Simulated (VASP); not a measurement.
# Ti (Fm-3m) in VASP: further runs

Runs on Ti. Level: r2SCAN. Tasks: single point.

Everything below comes from runs of VASP 6.6.1. Logs are shortened: lines on timing, memory, paths and dates and some standing lists are left out, and cuts for length are marked.

## (1) The cell of the first run

The structure is cubic, space group Fm-3m (No. 225). Conventional cell: a = 4.094 Å, b = 4.094 Å, c = 4.094 Å, α = 90.00°, β = 90.00°, γ = 90.00°. Within 3.8 Å of Ti (site symmetry m-3m) lie 12 Ti at 2.89 Å.

## (2) Single point, r2SCAN

POSCAR

```
Ti
1.0
    0.0000000000      2.0467776203      2.0467776203
    2.0467776203      0.0000000000      2.0467776203
    2.0467776203      2.0467776203      0.0000000000
Ti
1
Direct
    0.0000000000      0.0000000000      0.0000000000
```

INCAR.step1

```
SYSTEM = Ti
PREC = Accurate
ENCUT = 520
ISMEAR = -1
SIGMA = 0.15
LREAL = .False.
LASPH = .True.
NELM = 60
NBANDS = 12
GGA = PE
ALGO = Normal
EDIFF = 1E-4
LWAVE = .True.
LCHARG = .False.
```

INCAR.step2

```
SYSTEM = Ti
PREC = Accurate
ENCUT = 520
EDIFF = 1E-6
ISMEAR = -1
SIGMA = 0.15
LREAL = .False.
LASPH = .True.
NELM = 60
ALGO = Normal
ISIF = 2
LWAVE = .False.
LCHARG = .False.
METAGGA = R2SCAN
LMIXTAU = .True.
NBANDS = 12
ISTART = 1
```

KPOINTS

```
Automatic mesh
0
Gamma
  12 12 12
  0 0 0
```

Potentials or basis: VASP PAW PBE potentials, release 64 (Ti_sv).

Run with:

```bash
$ cat potpaw_PBE.64/Ti_sv/POTCAR > POTCAR
$ cp INCAR.step1 INCAR
$ mpirun -np 1 vasp_std > vasp.out
$ cp INCAR.step2 INCAR
$ mpirun -np 1 vasp_std > vasp.out
```

OUTCAR:

```text
SYSTEM = Ti
   PREC = Accurate
   ENCUT = 520
   EDIFF = 1E-6
   ISMEAR = -1
   LREAL = .False.
   LASPH = .True.
   NELM = 60
   ISIF = 2
   METAGGA = R2SCAN
   ISTART = 1

 ion  position               nearest neighbor table
   1  0.000  0.000  0.000-

  LATTYP: Found a face centered cubic cell.
 ALAT       =     4.0935552406

  Lattice vectors:

 A1 = (   0.0000000000,   2.0467776203,   2.0467776203)
 A2 = (   2.0467776203,   0.0000000000,   2.0467776203)
 A3 = (   2.0467776203,   2.0467776203,   0.0000000000)

Analysis of symmetry for initial positions (statically):
=====================================================================
 Subroutine PRICEL returns:
 Original cell was already a primitive cell.

 Routine SETGRP: Setting up the symmetry group for a
 face centered cubic supercell.

 Subroutine GETGRP returns: Found 48 space group operations
 (whereof 48 operations were pure point group operations)
 out of a pool of 48 trial point group operations.

The static configuration has the point symmetry O_h .

Analysis of symmetry for dynamics (positions and initial velocities):
=====================================================================
 Subroutine PRICEL returns:
 Original cell was already a primitive cell.

 Routine SETGRP: Setting up the symmetry group for a
 face centered cubic supercell.

 Subroutine GETGRP returns: Found 48 space group operations
 (whereof 48 operations were pure point group operations)
 out of a pool of 48 trial point group operations.

The dynamic configuration has the point symmetry O_h .

 Subroutine INISYM returns: Found 48 space group operations
 (whereof 48 operations are pure point group operations),
 and found     1 'primitive' translations

----------------------------------------------------------------------------------------

                                     Primitive cell

  volume of cell :      17.1491

  direct lattice vectors                    reciprocal lattice vectors
     0.000000000  2.046777620  2.046777620    -0.244286431  0.244286431  0.244286431
     2.046777620  0.000000000  2.046777620     0.244286431 -0.244286431  0.244286431
     2.046777620  2.046777620  0.000000000     0.244286431  0.244286431 -0.244286431

  length of vectors
     2.894580670  2.894580670  2.894580670     0.423116510  0.423116510  0.423116510

  position of ions in fractional coordinates (direct lattice)
     0.000000000  0.000000000  0.000000000

  ion indices of the primitive-cell ions
   primitive index   ion index
                 1           1

----------------------------------------------------------------------------------------

 KPOINTS: Automatic mesh

Automatic generation of k-mesh.
 Grid dimensions read from file:
 generate k-points for:   12   12   12

 Generating k-lattice:

  Cartesian coordinates                     Fractional coordinates (reciprocal lattice)
    -0.020357203  0.020357203  0.020357203     0.083333333  0.000000000  0.000000000
     0.020357203 -0.020357203  0.020357203     0.000000000  0.083333333  0.000000000
     0.020357203  0.020357203 -0.020357203     0.000000000  0.000000000  0.083333333

  Length of vectors
     0.035259709  0.035259709  0.035259709

  Shift w.r.t. Gamma in fractional coordinates (k-lattice)
     0.000000000  0.000000000  0.000000000

 Subroutine IBZKPT returns following result:
 ===========================================

 Found     72 irreducible k-points:

 Following reciprocal coordinates:
            Coordinates               Weight
  0.000000  0.000000  0.000000      1.000000
  0.083333  0.000000  0.000000      8.000000
  0.166667  0.000000  0.000000      8.000000
  0.250000  0.000000  0.000000      8.000000
  0.333333  0.000000  0.000000      8.000000
  0.416667  0.000000  0.000000      8.000000
[... 16 lines left out ...]
  0.500000  0.166667  0.000000     24.000000
 -0.416667  0.166667  0.000000     24.000000
 [... further k-points ...]
   k-points           NKPTS =     72   k-points in BZ     NKDIM =     72   number of bands    NBANDS=     12
   number of dos      NEDOS =    301   number of ions     NIONS =      1
   total plane-waves  NPLWV =  13824
   dimension x,y,z NGX =    24 NGY =   24 NGZ =   24
   dimension x,y,z NGXF=    48 NGYF=   48 NGZF=   48
   ions per type =               1
   NGX,Y,Z   is equivalent  to a cutoff of  13.78, 13.78, 13.78 a.u.
   NGXF,Y,Z  is equivalent  to a cutoff of  27.57, 27.57, 27.57 a.u.
 SYSTEM =  Ti
   PREC   = accura    normal or accurate (medium, high low for compatibility)
   ISTART =      1    job   : 0-new  1-cont  2-samecut
   ICHARG =      0    charge: 1-file 2-atom 10-const
   ISPIN  =      1    spin polarized calculation?
   LNONCOLLINEAR =      F non collinear calculations
   LSORBIT =      F    spin-orbit coupling
   LASPH  =      T    aspherical Exc in radial PAW
   ENCUT  =  520.0 eV  38.22 Ry    6.18 a.u.   5.38  5.38  5.38*2*pi/ulx,y,z
   NELM   =     60;   NELMIN=  2; NELMDL=  0     # of ELM steps
   EDIFF  = 0.1E-05   stopping-criterion for ELM
   LREAL  =      F    real-space projection
   EDIFFG = 0.1E-04   stopping-criterion for IOM
   NSW    =      0    number of steps for IOM
   IBRION =     -1    ionic relax: 0-MD 1-quasi-New 2-CG
   NFREE  =      0    steps in history (QN), initial steepest desc. (CG)
   ISIF   =      2    stress and relaxation
   ISYM   =      2    0-nonsym 1-usesym 2-fastsym
   POTIM  = 0.5000    time-step for ionic-motion
   TEBEG  =    0.0;   TEEND  =   0.0 temperature during run
   PSTRESS=    0.0 pullay stress
   NELECT =      12.0000    total number of electrons
   NUPDOWN=      -1.0000    fix difference up-down
   EMIN   =  10.00;   EMAX   =-10.00  energy-range for DOS
   EFERMI =   0.00;   METHOD = LEGACY
   ISMEAR =    -1;   SIGMA  =   0.15  broadening in eV -4-tet -1-fermi 0-gaus
   EFERMI_NEDOS =   21; number of points for ismear=-14 and -15
   IALGO  =     38    algorithm
   IMIX   =      4    mixing-type and parameters
     AMIX     =   0.40;   BMIX     =  1.00
     AMIX_MAG =   1.60;   BMIX_MAG =  1.00
  volume/ion in A,a.u.               =      17.15       115.73
  Fermi-wavevector in a.u.,A,eV,Ry     =   1.453409  2.746545 28.740926  2.112398
  Thomas-Fermi vector in A             =   2.570679
   LORBIT       =      0    0 simple, 1 ext, 2 COOP (PROOUT), +10 PAW based schemes
   METAGGA = R2SCAN    functional components
   LHFCALC =     F    Hartree Fock is set to
   AEXX    =    0.0000 exact exchange contribution
   IVDW    =     0    specifies the selected vdW correction
   LEPSILON=     F    determine dielectric tensor
   LRPA    =     F    only Hartree local field effects (RPA)
 non-spin polarized calculation
  energy-cutoff  :      520.00
  volume of cell :       17.15
 maximum number of plane-waves:       477
 NGX is ok and might be reduce to    24
   NGX = 11   NGY = 11   NGZ = 11

 number of electron      12.0000003 magnetization

 Free energy of the ion-electron system (eV)
  ---------------------------------------------------
  ext. energy  EPLUGINS =         0.00000000
  ---------------------------------------------------
  free energy    TOTEN  =       -12.93489482 eV

  energy without entropy =      -12.82188173  energy(sigma->0) =      -12.87838828

 E-fermi :   8.3795     XC(G=0): -12.4759

 val. band max:        8.3762877540   @ k =  -0.3333   0.4167   0.1667
 cond. band min:       8.4077449382   @ k =  -0.3333   0.3333   0.0833
 fundamental gap:      0.0314571842
 Fermi energy:         8.3794785678

 k-point     1 :       0.0000    0.0000    0.0000
  band No.  band energies     occupation
      1     -50.6358      2.00000
      2     -25.4252      2.00000
      3     -25.4251      2.00000
      4     -25.4251      2.00000
      5       1.8695      2.00000
      6       9.3902      0.00237
      7       9.3902      0.00237
      8       9.3902      0.00237
      9      11.2238      0.00000
     10      11.2238      0.00000
     11      24.2210      0.00000
     12      29.1759      0.00000

 k-point     2 :       0.0833    0.0000    0.0000
  band No.  band energies     occupation
      1     -50.6269      2.00000
      2     -25.4757      2.00000
      3     -25.4314      2.00000
      4     -25.4314      2.00000
      5       2.1047      2.00000
      6       9.2374      0.00654
      7       9.4733      0.00136
      8       9.4733      0.00136
      9      11.1692      0.00000
     10      11.1692      0.00000
     11      24.3999      0.00000
     12      27.5048      0.00000

 k-point     3 :       0.1667    0.0000    0.0000
  band No.  band energies     occupation
      1     -50.6023      2.00000
      2     -25.6124      2.00000
      3     -25.4483      2.00000
      4     -25.4483      2.00000
      5       2.7737      2.00000
      6       8.8650      0.07560
      7       9.6444      0.00044
      8       9.6444      0.00044
      9      11.1002      0.00000
     10      11.1003      0.00000
     11      24.1281      0.00000
     12      25.5427      0.00000
[... 286 lines left out ...]
 k-point    23 :       0.5000    0.1667    0.0000
  band No.  band energies     occupation
      1     -50.4894      2.00000
      2     -26.0769      2.00000
      3     -25.6252      2.00000
      4     -25.5575      2.00000
      5       6.1919      2.00000
      6       7.8129      1.95526
      7       8.9503      0.04353
      8       9.9149      0.00007
      9      12.3124      0.00000
     10      13.1881      0.00000
     11      17.3787      0.00000
     12      23.2754      0.00000

 k-point    24 :      -0.4167    0.1667    0.0000
  band No.  band energies     occupation
      1     -50.4871      2.00000
      2     -26.0832      2.00000
      3     -25.6489      2.00000
      4     -25.5428      2.00000
      5       6.2919      2.00000
      6       7.9349      1.90180
      7       8.9141      0.05509
      8       9.8493      0.00011
      9      12.0291      0.00000
     10      13.5828      0.00000
     11      17.1167      0.00000
     12      22.8704      0.00000

 [... further k-points ...]
[... 5 lines left out ...]
  --------------------------------------------------------------------------------------
  -------------------------------------------------------------------------------------
  Total        0.2440349      0.2440349      0.2440349      0.0000000      0.0000000     -0.0000000
  in kB       22.7992484     22.7992484     22.7992484      0.0000000      0.0000000     -0.0000000
  external PRESSURE =      22.7992484 kB  Pullay stress =       0.0000000 kB

 VOLUME and BASIS-vectors are now :
 -----------------------------------------------------------------------------
  energy-cutoff  :      520.00
  volume of cell :       17.15
      direct lattice vectors                 reciprocal lattice vectors
     0.000000000  2.046777620  2.046777620    -0.244286431  0.244286431  0.244286431
     2.046777620  0.000000000  2.046777620     0.244286431 -0.244286431  0.244286431
     2.046777620  2.046777620  0.000000000     0.244286431  0.244286431 -0.244286431

 POSITION                                       TOTAL-FORCE (eV/Angst)
 -----------------------------------------------------------------------------------
      0.00000      0.00000      0.00000         0.000000      0.000000      0.000000
 -----------------------------------------------------------------------------------
    total drift:                                0.000000      0.000000     -0.000000

  FREE ENERGIE OF THE ION-ELECTRON SYSTEM (eV)
  ---------------------------------------------------
  free  energy   TOTEN  =       -12.9348948196 eV

  energy  without entropy=      -12.8218817337  energy(sigma->0) =      -12.87838828
```

Run time: 22 s. Hardware: 1 thread of Intel Xeon 6975P-C (Granite Rapids), shared host; peak memory 0.14 GiB.

Results:

```
Free energy            : -12.9349 eV
Pressure               : 2.3 GPa
Band gap on the k mesh : zero (band 6 reaches 9.39 eV, above the bottom of band 7 at 7.95 eV)
```

Caveat: the PAW data sets were made with another functional, which shifts forces and pressure a little.

(Continued in part 2 of 2.)
